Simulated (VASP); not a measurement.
# Ge2Sb3 (P-3m1) in VASP: a series of runs, part 2 of 2

VASP 6.6.1. Earlier steps stand in the parts before.

### Step 4. Single point, PBE

This run uses another cell than the first one, of 26.97 Å³/atom.

Input file INCAR:

```
SYSTEM = Ge2Sb3
ALGO = Normal ; EDIFF = 1E-6
ENCUT = 520 ; GGA = PE
ISIF = 2 ; ISMEAR = 0
LASPH = .TRUE. ; LCHARG = .FALSE.
LREAL = .FALSE. ; LWAVE = .FALSE.
NBANDS = 30 ; NELM = 60
PREC = Accurate ; SIGMA = 0.1
```

Input file KPOINTS:

```
k-points
0
G
  12 12 6
  0 0 0
```

Input file POSCAR:

```
Ge2Sb3
1.0
    4.7309506507      0.0000000000      0.0000000000
   -2.3654753254      4.0971234476      0.0000000000
    0.0000000000      0.0000000000      6.9561936258
Ge Sb
2 3
Direct
    0.3333333333      0.6666666667      0.1948529537
    0.6666666667      0.3333333333      0.8051470463
    0.0000000000      0.0000000000      0.0000000000
    0.3333333333      0.6666666667      0.6246509463
    0.6666666667      0.3333333333      0.3753490537
```

Potentials or basis: VASP PAW PBE potentials, release 64 (Ge_d, Sb).

Started as:

```
$ cat potpaw_PBE.64/Ge_d/POTCAR potpaw_PBE.64/Sb/POTCAR > POTCAR
$ mpirun -np 1 vasp_std > vasp.out
```

OUTCAR:

```text
SYSTEM = Ge2Sb3
   EDIFF = 1E-6
   ENCUT = 520
   GGA = PE
   ISIF = 2
   ISMEAR = 0
   LASPH = .TRUE.
   LREAL = .FALSE.
   NELM = 60
   PREC = Accurate

 ion  position               nearest neighbor table
   1  0.333  0.667  0.195-   4 2.99   5 3.01   5 3.01   5 3.01   3 3.05   3 3.05   3 3.05
   2  0.667  0.333  0.805-   5 2.99   4 3.01   4 3.01   4 3.01   3 3.05   3 3.05   3 3.05
   3  0.000  0.000  0.000-   1 3.05   2 3.05   2 3.05   1 3.05   2 3.05   1 3.05   4 3.78   5 3.78
                             5 3.78   4 3.78   4 3.78   5 3.78
   4  0.333  0.667  0.625-   1 2.99   2 3.01   2 3.01   2 3.01   5 3.24   5 3.24   5 3.24   3 3.78
                             3 3.78   3 3.78
   5  0.667  0.333  0.375-   2 2.99   1 3.01   1 3.01   1 3.01   4 3.24   4 3.24   4 3.24   3 3.78
                             3 3.78   3 3.78

  LATTYP: Found a hexagonal cell.
 ALAT       =     4.7309506507
 C/A-ratio  =     1.4703585261

  Lattice vectors:

 A1 = (   4.7309506507,   0.0000000000,   0.0000000000)
 A2 = (  -2.3654753254,   4.0971234476,   0.0000000000)
 A3 = (   0.0000000000,   0.0000000000,   6.9561936258)

Analysis of symmetry for initial positions (statically):
=====================================================================
 Subroutine PRICEL returns:
 Original cell was already a primitive cell.

 Routine SETGRP: Setting up the symmetry group for a
 hexagonal supercell.

 Subroutine GETGRP returns: Found 12 space group operations
 (whereof 12 operations were pure point group operations)
 out of a pool of 24 trial point group operations.

The static configuration has the point symmetry D_3d.

Analysis of symmetry for dynamics (positions and initial velocities):
=====================================================================
 Subroutine PRICEL returns:
 Original cell was already a primitive cell.

 Routine SETGRP: Setting up the symmetry group for a
 hexagonal supercell.

[... 124 lines left out ...]
   EFERMI =   0.00;   METHOD = LEGACY
   ISMEAR =     0;   SIGMA  =   0.10  broadening in eV -4-tet -1-fermi 0-gaus
   EFERMI_NEDOS =   21; number of points for ismear=-14 and -15
   IALGO  =     38    algorithm
   IMIX   =      4    mixing-type and parameters
     AMIX     =   0.40;   BMIX     =  1.00
     AMIX_MAG =   1.60;   BMIX_MAG =  1.00
  volume/ion in A,a.u.               =      26.97       181.98
  Fermi-wavevector in a.u.,A,eV,Ry     =   1.118488  2.113636 17.021094  1.251015
  Thomas-Fermi vector in A             =   2.255119
   LORBIT       =      0    0 simple, 1 ext, 2 COOP (PROOUT), +10 PAW based schemes
   GGA     = PE    functional components
   LHFCALC =     F    Hartree Fock is set to
   AEXX    =    0.0000 exact exchange contribution
   IVDW    =     0    specifies the selected vdW correction
   LEPSILON=     F    determine dielectric tensor
   LRPA    =     F    only Hartree local field effects (RPA)
 non-spin polarized calculation
 Gauss-broadening in eV      SIGMA  =   0.10
  energy-cutoff  :      520.00
  volume of cell :      134.83
 maximum number of plane-waves:      3646
   NGX = 17   NGY = 17   NGZ = 25

 number of electron      43.0000036 magnetization

 Free energy of the ion-electron system (eV)
  ---------------------------------------------------
  ext. energy  EPLUGINS =         0.00000000
  ---------------------------------------------------
  free energy    TOTEN  =       -20.08626171 eV

  energy without entropy =      -20.07136402  energy(sigma->0) =      -20.07881287

 E-fermi :   6.4880     XC(G=0):  -9.8375

 val. band max:        6.4866119249   @ k =   0.3333   0.3333   0.0000
 cond. band min:       6.4929822719   @ k =  -0.0833   0.5000   0.3333
 fundamental gap:      0.0063703470
 Fermi energy:         6.4880074017

 k-point     1 :       0.0000    0.0000    0.0000
  band No.  band energies     occupation
      1     -18.2169      2.00000
      2     -18.2151      2.00000
      3     -18.2119      2.00000
      4     -18.2119      2.00000
      5     -18.2103      2.00000
      6     -18.2103      2.00000
[... 781 lines left out ...]
     29      10.2461      0.00000
     30      10.7367      0.00000

 [... further k-points ...]
[... 5 lines left out ...]
  --------------------------------------------------------------------------------------
  -------------------------------------------------------------------------------------
  Total       -0.0321382     -0.0321382     -0.0104003      0.0000000     -0.0000000     -0.0000000
  in kB       -0.3818851     -0.3818851     -0.1235825      0.0000000     -0.0000000     -0.0000000
  external PRESSURE =      -0.2957842 kB  Pullay stress =       0.0000000 kB

 VOLUME and BASIS-vectors are now :
 -----------------------------------------------------------------------------
  energy-cutoff  :      520.00
  volume of cell :      134.83
      direct lattice vectors                 reciprocal lattice vectors
     4.730950651  0.000000000  0.000000000     0.211374008  0.122036840  0.000000000
    -2.365475325  4.097123448  0.000000000     0.000000000  0.244073681  0.000000000
     0.000000000  0.000000000  6.956193626     0.000000000  0.000000000  0.143756780

 POSITION                                       TOTAL-FORCE (eV/Angst)
 -----------------------------------------------------------------------------------
     -0.00000      2.73142      1.35543         0.000000     -0.000000     -0.000174
      2.36548      1.36571      5.60076        -0.000000      0.000000      0.000174
      0.00000      0.00000      0.00000        -0.000000      0.000000      0.000000
     -0.00000      2.73142      4.34519        -0.000000      0.000000      0.001163
      2.36548      1.36571      2.61100         0.000000      0.000000     -0.001163
 -----------------------------------------------------------------------------------
    total drift:                               -0.000000      0.000000      0.000000

  FREE ENERGIE OF THE ION-ELECTRON SYSTEM (eV)
  ---------------------------------------------------
  free  energy   TOTEN  =       -20.0862617145 eV

  energy  without entropy=      -20.0713640218  energy(sigma->0) =      -20.07881287
```

stdout:

```text
POSCAR found type information on POSCAR GeSb
 POSCAR found :  2 types and       5 ions
 scaLAPACK will be used
 LDA part: xc-table for (Slater+PW92), standard interpolation
 POSCAR, INCAR and KPOINTS ok, starting setup
 FFT: planning ... GRIDC
 FFT: planning ... GRID_SOFT
 FFT: planning ... GRID
 WAVECAR not read
 entering main loop
```

Wall time 2.5 min (1 thread of Intel Xeon 6975P-C (Granite Rapids), shared host); peak memory 0.48 GiB.

What came out:

```
Free energy            : -20.0863 eV
Pressure               : 0.0 GPa
Band gap on the k mesh : zero (an odd number of electrons rules out a gap without spin polarisation)
```

Levels at points of the mesh, in eV from the Fermi level:
```tsv
k point	band 19	band 20	band 21	band 22	band 23	band 24	band 25	band 26
(0.00, 0.00, 0.00)	-1.85	-1.41	-0.75	-0.35	-0.35	0.17	0.98	0.98
(0.50, 0.00, 0.00)	-1.49	-1.39	-1.18	-0.97	1.56	2.36	2.75	3.92
(0.00, 0.00, 0.50)	-1.63	-1.63	-1.23	-1.23	-1.08	0.71	0.71	1.08
(0.50, 0.00, 0.50)	-2.68	-2.56	-1.01	0.14	1.55	1.64	2.24	2.45
```

Caveat: spin-orbit coupling is left out, which moves the levels of the heavy elements.

### Step 5. Overview

| task | cell | k mesh | cutoff (eV) | gap on the mesh (eV) | pressure (GPa) | largest force (eV/Å) |
| --- | --- | --- | --- | --- | --- | --- |
| single point | a = 4.873, b = 4.873, c = 6.476 Å, angles 90.0, 90.0, 120.0°, 5 atoms, atomic positions A | 6 × 6 × 4 | 520 | none | 0.1 | 0.02 |
| relaxation of cell and atoms | relaxed from a = 4.421, b = 4.421, c = 6.879 Å, angles 90.0, 90.0, 120.0°, 5 atoms, atomic positions B | 6 × 6 × 4 | 600 | none | 0.1 | 0.03 |
| single point | a = 4.731, b = 4.731, c = 6.956 Å, angles 90.0, 90.0, 120.0°, 5 atoms, atomic positions C | 12 × 12 × 6 | 520 | none | 0.0 | - |

Alike in all rows: level PBE; potentials or basis VASP PAW PBE potentials, release 64 (Ge_d, Sb); no spin polarisation; smearing gaussian 0.1 eV.

Caveats: spin-orbit coupling is left out, which moves the levels of the heavy elements.

Total energies depend on the potentials used, so only differences within one code and one set of settings carry meaning.
